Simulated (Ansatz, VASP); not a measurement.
# One calculation of Fe, two programs

```
CELL_PARAMETERS angstrom
-1.48130 1.48130 1.48130
1.48130 -1.48130 1.48130
1.48130 1.48130 -1.48130
ATOMIC_POSITIONS crystal
Fe 0.00000 0.00000 0.00000
```

Alike in both runs: task single point; functional revPBE; k mesh 25 × 25 × 25; occupations fermi-dirac, width 0.05 eV; collinear spin.

```csv
,VASP,Ansatz
version,VASP 6.6.1,Ansatz 0.2.0
potentials or method,"VASP PAW PBE potentials, release 64 (Fe), cutoff 520 eV","plane waves (420 eV) with PAW, scalar-relativistic"
valence electrons in the cell,8,16
```

Ansatz gave:

* pressure (GPa): -11.4
* net moment per atom (μB): 2.57
* size of the moment on the site where the two differ most (μB): 2.65

**Question.** Estimate VASP's values.

**Answer.** Pressure (GPa): -11.3; net moment per atom (μB): 2.57; size of the moment on the site where the two differ most (μB): 2.60.

VASP's potentials were made for PBE, not for revPBE. Site moments also hang on the region over which each program counts them. The functional is the same, so the differences come from potentials, cutoffs and numerics. VASP's potentials hold 8 valence electrons a cell and Ansatz's 16, so a difference there can come from the potentials and not from the codes.
